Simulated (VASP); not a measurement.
## BAs (CsCl type): single point with PBE

BAs (CsCl type):

```
B As
1.0
     2.40732    0.00000    0.00000
     0.00000    2.40732    0.00000
     0.00000    0.00000    2.40732
B As
1 1
Direct
  0.00000 0.00000 0.00000
  0.50000 0.50000 0.50000
```

This cell differs from its parent crystal: volume scaled by 0.55.

```yaml
Program: VASP 6.6.1
Task: single point
Functional: PBE
Potentials_or_basis: VASP PAW PBE potentials, release 64 (B, As)
Cutoff: 520 eV
k_mesh: 15 × 15 × 15
Occupations: fermi-dirac, width 0.05 eV
Spin: no spin polarisation
```

```
Pressure               : 232.9 GPa
Band gap on the k mesh : zero (band 4 reaches 18.94 eV, above the bottom of band 5 at 11.46 eV)
```

Levels at points of the mesh, in eV from the Fermi level:
```
           k point  band 1  band 2  band 3  band 4  band 5  band 6  band 7  band 8  band 9
(0.00, 0.00, 0.00)  -23.32   -2.04   -2.04   -2.04    4.78    4.78    7.05   17.53   17.53
```

Wall time 18 s on 1 thread of Intel Xeon 8259CL, on a shared host, peak memory 0.13 GiB.
